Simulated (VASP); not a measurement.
Input of a VASP 6.6.1 run:

The input INCAR:

```
SYSTEM = CsSnBr3
  PREC = Accurate
  ENCUT = 520
  EDIFF = 1E-6
  ISMEAR = 0
  SIGMA = 0.03
  LREAL = .FALSE.
  LASPH = .TRUE.
  NELM = 80
  ALGO = Normal
  ISIF = 2
  LWAVE = .FALSE.
  LCHARG = .FALSE.
  KPAR = 2
```

The input KPOINTS:

```
regular mesh
0
G
  6 6 6
  0 0 0
```

File POSCAR:

```
CsSnBr3                                 
1.0
    5.7688234695      0.0000000000      0.0000000000
    0.0000000000      5.7688234695      0.0000000000
    0.0000000000      0.0000000000      5.7688234695
  Cs              Sn              Br            
     1     1     3
Direct
     0.0000000000000000    0.0000000000000000    0.0000000000000000
     0.5000000000000000    0.5000000000000000    0.5000000000000000
     0.5000000000000000    0.0000000000000000    0.5000000000000000
     0.5000000000000000    0.5000000000000000    0.0000000000000000
     0.0000000000000000    0.5000000000000000    0.5000000000000000
```

KPOINTS_OPT

```
explicit points
128
Reciprocal
 0.0000000000  0.0000000000  0.0000000000 1
 0.0000000000  0.0555555556  0.0000000000 1
 0.0000000000  0.1111111111  0.0000000000 1
 0.0000000000  0.1666666667  0.0000000000 1
 0.0000000000  0.2222222222  0.0000000000 1
 0.0000000000  0.2777777778  0.0000000000 1
 0.0000000000  0.3333333333  0.0000000000 1
 0.0000000000  0.3888888889  0.0000000000 1
 0.0000000000  0.4444444444  0.0000000000 1
 0.0000000000  0.5000000000  0.0000000000 1
 0.0000000000  0.5000000000  0.0000000000 1
 0.0555555556  0.5000000000  0.0000000000 1
 0.1111111111  0.5000000000  0.0000000000 1
 0.1666666667  0.5000000000  0.0000000000 1
 0.2222222222  0.5000000000  0.0000000000 1
 0.2777777778  0.5000000000  0.0000000000 1
 0.3333333333  0.5000000000  0.0000000000 1
 0.3888888889  0.5000000000  0.0000000000 1
 0.4444444444  0.5000000000  0.0000000000 1
 0.5000000000  0.5000000000  0.0000000000 1
 0.5000000000  0.5000000000  0.0000000000 1
 0.4444444444  0.4444444444  0.0000000000 1
 0.3888888889  0.3888888889  0.0000000000 1
 0.3333333333  0.3333333333  0.0000000000 1
 0.2777777778  0.2777777778  0.0000000000 1
 0.2222222222  0.2222222222  0.0000000000 1
 0.1666666667  0.1666666667  0.0000000000 1
 0.1111111111  0.1111111111  0.0000000000 1
 0.0555555556  0.0555555556  0.0000000000 1
 0.0000000000  0.0000000000  0.0000000000 1
 0.0000000000  0.0000000000  0.0000000000 1
 0.0555555556  0.0555555556  0.0555555556 1
 0.1111111111  0.1111111111  0.1111111111 1
 0.1666666667  0.1666666667  0.1666666667 1
 0.2222222222  0.2222222222  0.2222222222 1
 0.2777777778  0.2777777778  0.2777777778 1
 0.3333333333  0.3333333333  0.3333333333 1
 0.3888888889  0.3888888889  0.3888888889 1
 0.4444444444  0.4444444444  0.4444444444 1
 0.5000000000  0.5000000000  0.5000000000 1
 0.5000000000  0.5000000000  0.5000000000 1
 0.4444444444  0.5000000000  0.4444444444 1
 0.3888888889  0.5000000000  0.3888888889 1
 0.3333333333  0.5000000000  0.3333333333 1
 0.2777777778  0.5000000000  0.2777777778 1
 0.2222222222  0.5000000000  0.2222222222 1
 0.1666666667  0.5000000000  0.1666666667 1
 0.1111111111  0.5000000000  0.1111111111 1
 0.0555555556  0.5000000000  0.0555555556 1
 0.0000000000  0.5000000000  0.0000000000 1
 0.5000000000  0.5000000000  0.0000000000 1
 0.5000000000  0.5000000000  0.0555555556 1
 0.5000000000  0.5000000000  0.1111111111 1
 0.5000000000  0.5000000000  0.1666666667 1
 0.5000000000  0.5000000000  0.2222222222 1
 0.5000000000  0.5000000000  0.2777777778 1
 0.5000000000  0.5000000000  0.3333333333 1
 0.5000000000  0.5000000000  0.3888888889 1
 0.5000000000  0.5000000000  0.4444444444 1
 0.5000000000  0.5000000000  0.5000000000 1
 0.0000000000  0.0000000000  0.0000000000 1
 0.0111516800  0.0000000000  0.0000000000 1
-0.0111516800  0.0000000000  0.0000000000 1
 0.0325257300  0.0000000000  0.0000000000 1
-0.0325257300  0.0000000000  0.0000000000 1
 0.0078854300  0.0078854300  0.0000000000 1
-0.0078854300 -0.0078854300  0.0000000000 1
 0.0229991700  0.0229991700  0.0000000000 1
-0.0229991700 -0.0229991700  0.0000000000 1
 0.0064384300  0.0064384300  0.0064384300 1
-0.0064384300 -0.0064384300 -0.0064384300 1
 0.0187787400  0.0187787400  0.0187787400 1
-0.0187787400 -0.0187787400 -0.0187787400 1
 0.0078854300 -0.0078854300  0.0000000000 1
-0.0078854300  0.0078854300  0.0000000000 1
 0.0229991700 -0.0229991700  0.0000000000 1
-0.0229991700  0.0229991700  0.0000000000 1
 0.5000000000  0.5000000000  0.0000000000 1
 0.5111516800  0.5000000000  0.0000000000 1
 0.4888483200  0.5000000000  0.0000000000 1
 0.5325257300  0.5000000000  0.0000000000 1
 0.4674742700  0.5000000000  0.0000000000 1
 0.5078854300  0.5078854300  0.0000000000 1
 0.4921145700  0.4921145700  0.0000000000 1
 0.5229991700  0.5229991700  0.0000000000 1
 0.4770008300  0.4770008300  0.0000000000 1
 0.5064384300  0.5064384300  0.0064384300 1
 0.4935615700  0.4935615700 -0.0064384300 1
 0.5187787400  0.5187787400  0.0187787400 1
 0.4812212600  0.4812212600 -0.0187787400 1
 0.5078854300  0.4921145700  0.0000000000 1
 0.4921145700  0.5078854300  0.0000000000 1
 0.5229991700  0.4770008300  0.0000000000 1
 0.4770008300  0.5229991700  0.0000000000 1
 0.5000000000  0.5000000000  0.5000000000 1
 0.5111516800  0.5000000000  0.5000000000 1
 0.4888483200  0.5000000000  0.5000000000 1
 0.5325257300  0.5000000000  0.5000000000 1
 0.4674742700  0.5000000000  0.5000000000 1
 0.5078854300  0.5078854300  0.5000000000 1
 0.4921145700  0.4921145700  0.5000000000 1
 0.5229991700  0.5229991700  0.5000000000 1
 0.4770008300  0.4770008300  0.5000000000 1
 0.5064384300  0.5064384300  0.5064384300 1
 0.4935615700  0.4935615700  0.4935615700 1
 0.5187787400  0.5187787400  0.5187787400 1
 0.4812212600  0.4812212600  0.4812212600 1
 0.5078854300  0.4921145700  0.5000000000 1
 0.4921145700  0.5078854300  0.5000000000 1
 0.5229991700  0.4770008300  0.5000000000 1
 0.4770008300  0.5229991700  0.5000000000 1
 0.0000000000  0.5000000000  0.0000000000 1
 0.0111516800  0.5000000000  0.0000000000 1
-0.0111516800  0.5000000000  0.0000000000 1
 0.0325257300  0.5000000000  0.0000000000 1
-0.0325257300  0.5000000000  0.0000000000 1
 0.0078854300  0.5078854300  0.0000000000 1
-0.0078854300  0.4921145700  0.0000000000 1
 0.0229991700  0.5229991700  0.0000000000 1
-0.0229991700  0.4770008300  0.0000000000 1
 0.0064384300  0.5064384300  0.0064384300 1
-0.0064384300  0.4935615700 -0.0064384300 1
 0.0187787400  0.5187787400  0.0187787400 1
-0.0187787400  0.4812212600 -0.0187787400 1
 0.0078854300  0.4921145700  0.0000000000 1
-0.0078854300  0.5078854300  0.0000000000 1
 0.0229991700  0.4770008300  0.0000000000 1
-0.0229991700  0.5229991700  0.0000000000 1
```

Potentials or basis: VASP PAW LDA potentials, release 64 (Cs_sv, Sn_d, Br).

Command:

```bash
$ cat potpaw_LDA.64/Cs_sv/POTCAR potpaw_LDA.64/Sn_d/POTCAR potpaw_LDA.64/Br/POTCAR > POTCAR
$ mpirun -np 2 vasp_std > vasp.out
```

What does it give for the pressure?

-1.2 GPa.

What does it give for the band gap on the k mesh?

0.22 eV.

Levels at the corners of the path, in eV from the valence-band top:
| point | band 20 | band 21 | band 22 | band 23 | band 24 | band 25 |
| --- | --- | --- | --- | --- | --- | --- |
| Γ | -3.07 | -3.07 | -3.07 | 1.74 | 2.81 | 2.81 |
| X | -3.21 | -3.21 | -2.11 | 1.31 | 3.28 | 3.88 |
| X | -3.21 | -3.21 | -2.11 | 1.31 | 3.28 | 3.90 |
| M | -3.51 | -2.69 | -1.03 | 0.81 | 0.81 | 3.80 |
| M | -3.51 | -2.69 | -1.03 | 0.81 | 0.81 | 3.80 |
| Γ | -3.07 | -3.07 | -3.07 | 1.74 | 2.81 | 2.81 |
| Γ | -3.07 | -3.07 | -3.07 | 1.74 | 2.81 | 2.81 |
| R | -2.67 | -2.67 | 0.00 | 0.22 | 0.22 | 0.22 |
| R | -2.67 | -2.67 | 0.00 | 0.22 | 0.22 | 0.22 |
| X | -3.21 | -3.21 | -2.11 | 1.31 | 3.28 | 3.88 |
| M | -3.51 | -2.69 | -1.03 | 0.81 | 0.81 | 3.80 |
| R | -2.67 | -2.67 | 0.00 | 0.22 | 0.22 | 0.22 |

Caveat: spin-orbit coupling is left out, which moves the levels of the heavy elements.
